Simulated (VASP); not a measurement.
# BaTe (P1) in VASP: relaxation of cell and atoms with PBE

Aim: the relaxation of cell and atoms of BaTe with PBE.

Everything below comes from runs of VASP 6.6.1. Logs are shortened: lines on timing, memory, paths and dates and some standing lists are left out, and cuts for length are marked.

**1. The cell of the first run**

The typed cell holds 4 atoms: a = 4.391 Å, b = 4.814 Å, c = 8.153 Å, α = 88.99°, β = 88.46°, γ = 90.83°.

**2. Relaxation of cell and atoms, PBE**

INCAR reads:

```
ALGO = Normal
EDIFF = 1E-6
EDIFFG = -0.025
ENCUT = 600
GGA = PE
IBRION = 2
ISIF = 3
ISMEAR = 0
LASPH = True
LCHARG = False
LREAL = False
LWAVE = False
NELM = 80
NSW = 80
PREC = Accurate
SIGMA = 0.1
```

KPOINTS reads:

```
k-points
0
Gamma
  4 4 2
```

POSCAR reads:

```
BaTe
1.0
   -0.0321515250      0.0588089552      4.3904339423
    4.8135174640      0.0422614417     -0.0350515956
    0.0731989642      8.1517395705      0.1110478888
Ba Te
2 2
Direct
    0.5070823702     -0.0164206019      0.3266400827
    0.5140426240      0.5077248012      0.8437289407
   -0.0091854772      0.5031182983      0.5038225737
   -0.0119395171      0.0055775025      0.9924750696
```

Potentials or basis: VASP PAW PBE potentials, release 64 (Ba_sv, Te).

Launch:

```bash
$ cat potpaw_PBE.64/Ba_sv/POTCAR potpaw_PBE.64/Te/POTCAR > POTCAR
$ mpirun -np 1 vasp_std > vasp.out
```

OUTCAR:

```text
EDIFF = 1E-6
   EDIFFG = -0.025
   ENCUT = 600
   GGA = PE
   IBRION = 2
   ISIF = 3
   ISMEAR = 0
   LASPH = True
   LREAL = False
   NELM = 80
   NSW = 80
   PREC = Accurate

 ion  position               nearest neighbor table
   1  0.507  0.984  0.327-   4 3.40   3 3.48   3 3.48   4 3.60   3 3.60   3 3.69   2 4.59   2 4.64

   2  0.514  0.508  0.844-   4 3.41   3 3.43   4 3.44   4 3.50   4 3.56   3 3.65   1 4.59   1 4.64

   3  0.991  0.503  0.504-   2 3.43   1 3.48   1 3.48   1 3.60   2 3.65   1 3.69
   4  0.988  0.006  0.992-   1 3.40   2 3.41   2 3.44   2 3.50   2 3.56   1 3.60

  LATTYP: Found a triclinic cell.
 ALAT       =     6.4684643350
 B/A-ratio  =     0.6788234852
 C/A-ratio  =     1.9672767745
 COS(alpha) =     0.0063042122
 COS(beta)  =     0.5757438608
 COS(gamma) =     0.6680439266

  Lattice vectors:

 A1 = (  -4.7813659390,  -0.1010703969,  -4.3553823467)
 A2 = (   0.0321515250,  -0.0588089552,  -4.3904339423)
 A3 = (  -9.7002338922,  -8.2362624539,  -0.0409446976)

Analysis of symmetry for initial positions (statically):
=====================================================================
 Subroutine PRICEL returns:
 Original cell was already a primitive cell.

 Routine SETGRP: Setting up the symmetry group for a
 triclinic supercell.

 Subroutine GETGRP returns: Found  1 space group operations
 (whereof  1 operations were pure point group operations)
 out of a pool of  2 trial point group operations.

The static configuration has the point symmetry C_1 .

Analysis of symmetry for dynamics (positions and initial velocities):
=====================================================================
 Subroutine PRICEL returns:
 Original cell was already a primitive cell.

 Routine SETGRP: Setting up the symmetry group for a
 triclinic supercell.

 Subroutine GETGRP returns: Found  1 space group operations
 (whereof  1 operations were pure point group operations)
 out of a pool of  2 trial point group operations.

The dynamic configuration has the point symmetry C_1 .

 Subroutine INISYM returns: Found  1 space group operations
 (whereof  1 operations are pure point group operations),
 and found     1 'primitive' translations

----------------------------------------------------------------------------------------

                                     Primitive cell

  volume of cell :     172.2197

  direct lattice vectors                    reciprocal lattice vectors
    -0.032151525  0.058808955  4.390433942     0.001686360 -0.003118671  0.227822042
     4.813517464  0.042261442 -0.035051596     0.207776115 -0.001886808  0.001546836
     0.073198964  8.151739571  0.111047889    -0.001089349  0.122705483 -0.001651592

  length of vectors
     4.390945504  4.813830597  8.152824526     0.227849627  0.207790439  0.122721433

  position of ions in fractional coordinates (direct lattice)
     0.507082370  0.983579398  0.326640083
     0.514042624  0.507724801  0.843728941
     0.990814523  0.503118298  0.503822574
     0.988060483  0.005577503  0.992475070

  ion indices of the primitive-cell ions
   primitive index   ion index
                 1           1
                 2           2
                 3           3
                 4           4

----------------------------------------------------------------------------------------

 KPOINTS: k-points

Automatic generation of k-mesh.
 Grid dimensions read from file:
 generate k-points for:    4    4    2

 Generating k-lattice:

  Cartesian coordinates                     Fractional coordinates (reciprocal lattice)
     0.000421590 -0.000779668  0.056955510     0.250000000  0.000000000 -0.000000000
     0.051944029 -0.000471702  0.000386709    -0.000000000  0.250000000 -0.000000000
    -0.000544675  0.061352742 -0.000825796     0.000000000 -0.000000000  0.500000000

  Length of vectors
     0.056962407  0.051947610  0.061360716

  Shift w.r.t. Gamma in fractional coordinates (k-lattice)
     0.000000000  0.000000000  0.000000000

 Subroutine IBZKPT returns following result:
 ===========================================

 Found     20 irreducible k-points:

 Following reciprocal coordinates:
            Coordinates               Weight
  0.000000  0.000000  0.000000      1.000000
  0.250000  0.000000 -0.000000      2.000000
  0.500000  0.000000 -0.000000      1.000000
  0.000000  0.250000 -0.000000      2.000000
  0.250000  0.250000  0.000000      2.000000
  0.500000  0.250000  0.000000      2.000000
[... 12 lines left out ...]
  0.250000  0.500000  0.500000      2.000000
  0.500000  0.500000  0.500000      1.000000
   k-points           NKPTS =     20   k-points in BZ     NKDIM =     20   number of bands    NBANDS=     20
   number of dos      NEDOS =    301   number of ions     NIONS =      4
   total plane-waves  NPLWV = 100800
   dimension x,y,z NGX =    36 NGY =   40 NGZ =   70
   dimension x,y,z NGXF=    72 NGYF=   80 NGZF=  140
   ions per type =               2   2
   NGX,Y,Z   is equivalent  to a cutoff of  13.63, 13.81, 14.27 a.u.
   NGXF,Y,Z  is equivalent  to a cutoff of  27.26, 27.63, 28.55 a.u.
 SYSTEM =  unknown system
   PREC   = accura    normal or accurate (medium, high low for compatibility)
   ISTART =      0    job   : 0-new  1-cont  2-samecut
   ICHARG =      2    charge: 1-file 2-atom 10-const
   ISPIN  =      1    spin polarized calculation?
   LNONCOLLINEAR =      F non collinear calculations
   LSORBIT =      F    spin-orbit coupling
   LASPH  =      T    aspherical Exc in radial PAW
   ENCUT  =  600.0 eV  44.10 Ry    6.64 a.u.   8.77  9.61 16.28*2*pi/ulx,y,z
   NELM   =     80;   NELMIN=  2; NELMDL= -5     # of ELM steps
   EDIFF  = 0.1E-05   stopping-criterion for ELM
   LREAL  =      F    real-space projection
   EDIFFG = -.3E-01   stopping-criterion for IOM
   NSW    =     80    number of steps for IOM
   IBRION =      2    ionic relax: 0-MD 1-quasi-New 2-CG
   NFREE  =      1    steps in history (QN), initial steepest desc. (CG)
   ISIF   =      3    stress and relaxation
   ISYM   =      2    0-nonsym 1-usesym 2-fastsym
   POTIM  = 0.5000    time-step for ionic-motion
   TEBEG  =    0.0;   TEEND  =   0.0 temperature during run
   PSTRESS=    0.0 pullay stress
   NELECT =      32.0000    total number of electrons
   NUPDOWN=      -1.0000    fix difference up-down
   EMIN   =  10.00;   EMAX   =-10.00  energy-range for DOS
   EFERMI =   0.00;   METHOD = LEGACY
   ISMEAR =     0;   SIGMA  =   0.10  broadening in eV -4-tet -1-fermi 0-gaus
   EFERMI_NEDOS =   21; number of points for ismear=-14 and -15
   IALGO  =     38    algorithm
   IMIX   =      4    mixing-type and parameters
     AMIX     =   0.40;   BMIX     =  1.00
     AMIX_MAG =   1.60;   BMIX_MAG =  1.00
  volume/ion in A,a.u.               =      43.05       290.55
  Fermi-wavevector in a.u.,A,eV,Ry     =   0.934180  1.765344 11.873698  0.872692
  Thomas-Fermi vector in A             =   2.060958
   LORBIT       =      0    0 simple, 1 ext, 2 COOP (PROOUT), +10 PAW based schemes
   GGA     = PE    functional components
   LHFCALC =     F    Hartree Fock is set to
   AEXX    =    0.0000 exact exchange contribution
   IVDW    =     0    specifies the selected vdW correction
   LEPSILON=     F    determine dielectric tensor
   LRPA    =     F    only Hartree local field effects (RPA)
 conjugate gradient relaxation of ions
 non-spin polarized calculation
 Gauss-broadening in eV      SIGMA  =   0.10
  energy-cutoff  :      600.00
  volume of cell :      172.22
 maximum number of plane-waves:      5770
   NGX = 17   NGY = 19   NGZ = 33

--------------------------------------- Ionic step        1  -------------------------------------------

 number of electron      32.0000000 magnetization

 Free energy of the ion-electron system (eV)
  ---------------------------------------------------
  ext. energy  EPLUGINS =         0.00000000
  ---------------------------------------------------
  free energy    TOTEN  =       -16.66561032 eV

  energy without entropy =      -16.66561032  energy(sigma->0) =      -16.66561032

------------------------ aborting loop because EDIFF is reached ----------------------------------------

  FORCE on cell =-STRESS in cart. coord.  units (eV):
  Direction    XX          YY          ZZ          XY          YZ          ZX
  --------------------------------------------------------------------------------------
  -------------------------------------------------------------------------------------
  Total        1.1314862      1.5142791      1.4722928     -0.3856670     -0.4621475      0.2229309
  in kB       10.5263296     14.0874908     13.6968875     -3.5878986     -4.2994044      2.0739487
  external PRESSURE =      12.7702360 kB  Pullay stress =       0.0000000 kB
[... 95 lines left out ...]
  FREE ENERGIE OF THE ION-ELECTRON SYSTEM (eV)
  ---------------------------------------------------
  free  energy   TOTEN  =       -16.7229488957 eV

  energy  without entropy=      -16.7229488957  energy(sigma->0) =      -16.72294890

[... ionic steps 4 to 9 ...]

--------------------------------------- Ionic step       10  -------------------------------------------

 number of electron      32.0000000 magnetization

------------------------ aborting loop because EDIFF is reached ----------------------------------------

  FORCE on cell =-STRESS in cart. coord.  units (eV):
  Direction    XX          YY          ZZ          XY          YZ          ZX
  --------------------------------------------------------------------------------------
  -------------------------------------------------------------------------------------
  Total       -0.0242016      0.0238053     -0.0034427     -0.0148541     -0.0059123      0.0047404
  in kB       -0.2168329      0.2132824     -0.0308445     -0.1330845     -0.0529707      0.0424713
  external PRESSURE =      -0.0114650 kB  Pullay stress =       0.0000000 kB
[... 61 lines left out ...]
  energy  without entropy=      -16.7651491933  energy(sigma->0) =      -16.76514919

--------------------------------------- Ionic step       12  -------------------------------------------

 number of electron      32.0000000 magnetization

 Free energy of the ion-electron system (eV)
  ---------------------------------------------------
  ext. energy  EPLUGINS =         0.00000000
  ---------------------------------------------------
  free energy    TOTEN  =       -16.76530088 eV

  energy without entropy =      -16.76530088  energy(sigma->0) =      -16.76530088

 E-fermi :   2.8387     XC(G=0):  -8.0363

 val. band max:        2.3439893722   @ k =   0.0000   0.0000   0.0000
 cond. band min:       3.8369613570   @ k =   0.0000   0.0000   0.0000
 fundamental gap:      1.4929719848
 Fermi energy:         2.8387301274

 k-point     1 :       0.0000    0.0000    0.0000
  band No.  band energies     occupation
      1     -25.1847      2.00000
      2     -25.1723      2.00000
      3     -10.6563      2.00000
      4     -10.3909      2.00000
      5     -10.3391      2.00000
      6     -10.3385      2.00000
[... 12 lines left out ...]
     19       4.7173      0.00000
[... 467 lines left out ...]
  FREE ENERGIE OF THE ION-ELECTRON SYSTEM (eV)
  ---------------------------------------------------
  free  energy   TOTEN  =       -16.7653008838 eV

  energy  without entropy=      -16.7653008838  energy(sigma->0) =      -16.76530088

 reached required accuracy - stopping structural energy minimisation
```

Wall time 6.9 min (1 thread of Intel Xeon Platinum 8488C (Sapphire Rapids), shared host); peak memory 0.37 GiB.

Results:

```yaml
Free_energy: -16.7653 eV
Relaxed_volume: 44.72 Å³/atom
Relaxed_cell: a = 4.433 Å, b = 4.834 Å, c = 8.348 Å, α = 89.99°, β = 89.95°, γ = 90.03°
Space_group_after_relaxing_to_0.1_Å: P-6m2 (No. 187)
Energy_gained_by_relaxing: 24.9 meV/atom
Ionic_steps: 12
Pressure_after_relaxing: 0.0 GPa
Largest_force_after_relaxing: 0.021 eV/Å
Band_gap_on_the_k_mesh: 1.49 eV
```

Forces on the atoms (eV/Å):
```
Ba   0.011 -0.006  0.008
Ba  -0.003  0.000  0.002
Te   0.010  0.009  0.000
Te  -0.019 -0.003 -0.010
```

The path:
| step | energy change (eV) | largest force (eV/Å) | pressure (GPa) | volume (Å³) |
| --- | --- | --- | --- | --- |
| 1 | 0.0000 | 0.4783 | 1.28 | 172.22 |
| 2 | -0.0569 | 0.3167 | -0.26 | 180.90 |
| 3 | -0.0573 | 0.3053 | -0.39 | 181.83 |
| 4 | -0.0770 | 0.2358 | -0.26 | 180.79 |
| 5 | -0.0925 | 0.1180 | 0.06 | 178.83 |
| 6 | -0.0971 | 0.0735 | -0.03 | 179.08 |
| 7 | -0.0978 | 0.0582 | -0.08 | 179.22 |
| 8 | -0.0989 | 0.0453 | 0.05 | 178.41 |
| 9 | -0.0990 | 0.0418 | 0.09 | 178.17 |
| 10 | -0.0995 | 0.0251 | 0.00 | 178.83 |
| 11 | -0.0995 | 0.0258 | -0.02 | 178.94 |
| 12 | -0.0997 | 0.0214 | -0.01 | 178.86 |

Final structure:
```
Ba Te
1.0
    -0.00132    0.00168    4.43258
     4.83397    0.00027   -0.00099
     0.00167    8.34764    0.00339
Ba Te
2 2
Direct
  0.49893 0.99634 0.33376
  0.50047 0.50325 0.83358
  0.99950 0.49595 0.49946
  0.00110 0.00447 0.99986
```

Levels at points of the mesh, in eV from the valence-band top:
```
           k point  band 14  band 15  band 16  band 17  band 18  band 19
(0.00, 0.00, 0.00)    -0.53    -0.51     0.00     1.49     1.65     2.37
(0.50, 0.00, 0.00)    -1.12    -0.48    -0.46     2.53     2.93     2.95
(0.00, 0.50, 0.00)    -0.96    -0.53    -0.51     2.40     2.41     3.23
(0.50, 0.50, 0.00)    -1.75    -0.76    -0.72     2.51     2.55     4.09
(0.00, 0.00, 0.50)    -0.59    -0.29    -0.29     1.83     1.84     3.48
(0.50, 0.00, 0.50)    -0.99    -0.84    -0.84     2.31     2.31     3.57
(0.00, 0.50, 0.50)    -0.54    -0.50    -0.50     1.64     1.65     4.26
(0.50, 0.50, 0.50)    -1.44    -1.11    -1.11     2.51     2.51     4.00
```

Caveat: spin-orbit coupling is left out, which moves the levels of the heavy elements.
